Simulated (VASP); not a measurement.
Set up this calculation in VASP 6.6.1, as the native input.

* Task: single point
* Functional: PBE
* Potentials or basis: VASP PAW PBE potentials, release 64 (Cu)
* Cutoff: 520 eV
* k mesh: 15 × 15 × 15
* Occupations: gaussian, width 0.03 eV
* Spin: no spin polarisation
* Dipole correction: no
* Further INCAR settings: ALGO = Normal; EDIFF = 1e-06; NBANDS = 12

The structure of Cu lies in POSCAR:

```
Cu
1.0
    0.0000000000      1.8145751207      1.8145751207
    1.8145751207      0.0000000000      1.8145751207
    1.8145751207      1.8145751207      0.0000000000
Cu
1
Direct
    0.0000000000      0.0000000000      0.0000000000
```

These files were run (other wordings do the same):

INCAR

```
ALGO     = Normal         # electronic algorithm
EDIFF    = 1E-6           # SCF threshold, eV
ENCUT    = 520            # plane-wave cutoff, eV
GGA      = PE             # functional
ISIF     = 2              # what is computed and relaxed
ISMEAR   = 0              # smearing method
LASPH    = T              # aspherical terms in the spheres
LCHARG   = T              # write CHGCAR
LELF     = T              # ELF
LREAL    = F              # projectors in reciprocal space
LVHAR    = T            
LWAVE    = F              # write WAVECAR
NBANDS   = 12             # bands
NELM     = 60             # most SCF steps
PREC     = Accurate       # precision mode
SIGMA    = 0.03           # smearing width, eV
```

KPOINTS

```
k-points
0
Gamma
  15 15 15
```

Potentials or basis: VASP PAW PBE potentials, release 64 (Cu).

Command:

```console
$ cat potpaw_PBE.64/Cu/POTCAR > POTCAR
$ mpirun -np 1 vasp_std > vasp.out
```

Results of the run:

```
Pressure : 0.4 GPa
```

Wall time 25 s on 1 thread of Intel Xeon 8259CL, on a shared host, peak memory 0.14 GiB.
